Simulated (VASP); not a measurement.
Y: electric field gradients with LDA

Y:

```
CELL_PARAMETERS angstrom
0.00000 2.48500 2.48500
2.48500 0.00000 2.48500
2.48500 2.48500 0.00000
ATOMIC_POSITIONS crystal
Y 0.00000 0.00000 0.00000
```

```yaml
Program: VASP 6.6.1
Task: electric field gradients
Functional: LDA
Potentials_or_basis: VASP PAW LDA potentials, release 64 (Y_sv)
Cutoff: 520 eV
k_mesh: 13 × 13 × 13
Occupations: fermi-dirac, width 0.05 eV
Spin: no spin polarisation
Dipole_correction: no
Further_INCAR_settings: ALGO = Normal; EDIFF = 1e-08; NBANDS = 12
```

```json
{"Pressure": "-1.9 GPa"}
```

Levels at points of the mesh, in eV from the Fermi level:
```
           k point  band 3  band 4  band 5  band 6  band 7  band 8
(0.00, 0.00, 0.00)  -22.08  -22.08   -4.82    1.79    1.79    1.79
```

It took 17 s on 1 thread of Intel(R) Xeon(R) Platinum 8559C (Emerald Rapids), on a shared host, peak memory 0.17 GiB.

Caveat: without QUAD_EFG the Cq values of the log hold for a quadrupole moment of 1 mb, not for the nuclei.
